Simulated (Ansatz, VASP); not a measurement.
**One calculation of C, two programs**

Contents of INCAR:

```
SYSTEM = C
ALGO     = Normal         ! electronic algorithm
EDIFF    = 1E-6           ! SCF threshold, eV
ENCUT    = 520            ! plane-wave cutoff, eV
GGA      = PE             ! functional
ISIF     = 2              ! what is computed and relaxed
ISMEAR   = 0              ! smearing method
IVDW     = 12             ! dispersion correction
LASPH    = .TRUE.         ! aspherical terms in the spheres
LCHARG   = .TRUE.         ! write CHGCAR
LELF     = .TRUE.         ! ELF
LREAL    = .FALSE.        ! projectors in reciprocal space
LVHAR    = .TRUE.       
LWAVE    = .FALSE.        ! write WAVECAR
NBANDS   = 26             ! bands
NELM     = 80             ! most SCF steps
PREC     = Accurate       ! precision mode
SIGMA    = 0.15           ! smearing width, eV
```

KPOINTS

```
k-points
0
G
  22 22 4
  0 0 0
```

The input POSCAR:

```
C
1.0
   -1.2324898335     -2.1347350114      0.0000000000
    1.2324898335     -2.1347350114      0.0000000000
    0.0000000000     -1.7790881585     13.4768657407
C
8
Direct
    0.6354083350      0.6354083350      0.8749500000
    0.8437583350      0.8437583350      0.3749500000
   -0.0520666650     -0.0520666650      0.1249500000
   -0.2604166650     -0.2604166650      0.6249500000
    0.3020750017      0.3020750017      0.8749500000
    0.5104250017      0.5104250017      0.3749500000
    0.2812666683      0.2812666683      0.1249500000
    0.0729166683      0.0729166683      0.6249500000
```

Input for Ansatz:

```yaml
crystal:
  lattice:
    - [-1.2324898335, -2.1347350114, 0.0]
    - [1.2324898335, -2.1347350114, 0.0]
    - [0.0, -1.7790881585, 13.4768657407]
  atoms:
    - { symbol: C, position: [0.635408335, 0.635408335, 0.87495] }
    - { symbol: C, position: [0.843758335, 0.843758335, 0.37495] }
    - { symbol: C, position: [-0.052066665, -0.052066665, 0.12495] }
    - { symbol: C, position: [-0.260416665, -0.260416665, 0.62495] }
    - { symbol: C, position: [0.3020750017, 0.3020750017, 0.87495] }
    - { symbol: C, position: [0.5104250017, 0.5104250017, 0.37495] }
    - { symbol: C, position: [0.2812666683, 0.2812666683, 0.12495] }
    - { symbol: C, position: [0.0729166683, 0.0729166683, 0.62495] }
basis:
  ecutwfc: 420
kpoints:
  mp_grid: { grid: [22, 22, 4] }
hamiltonian:
  xc: pbe
  dispersion: d3bj
scf:
  occupations: { method: gaussian, width: 0.15 }
output:
  forces: true
  stress: true
  eigenvalues: true
  write_density: true
  write_potential: true
  elf: true
  volumetric_format: npy
```

Alike in both runs: task single point; functional PBE; dispersion D3(BJ); k mesh 22 × 22 × 4; occupations gaussian, width 0.15 eV; no spin polarisation.

|  | VASP | Ansatz |
| --- | --- | --- |
| version | VASP 6.6.1 | Ansatz 0.2.0 |
| potentials or method | VASP PAW PBE potentials, release 64 (C), cutoff 520 eV | scalar-relativistic, plane waves, PAW |
| valence electrons in the cell | 32 | 32 |

Ansatz gave:

| Item | Value |
| --- | --- |
| gap on the k mesh at the Fermi level (eV) | 0.22 |
| least direct gap on the mesh (eV) | 0.24 |
| pressure (GPa) | 0.0 |
| traceless stress, the component that is largest in VASP (GPa) | 0.10 |
| rms of the force components (eV/Å) | 0.006 |

Question: Estimate VASP's values.

Answer: gap on the k mesh at the Fermi level (eV): 0.21; least direct gap on the mesh (eV): 0.24; pressure (GPa): 0.5; traceless stress, the component that is largest in VASP (GPa): -0.42; rms of the force components (eV/Å): 0.006.

Atom by atom the forces differ by 0.000 eV/Å (rms over components).
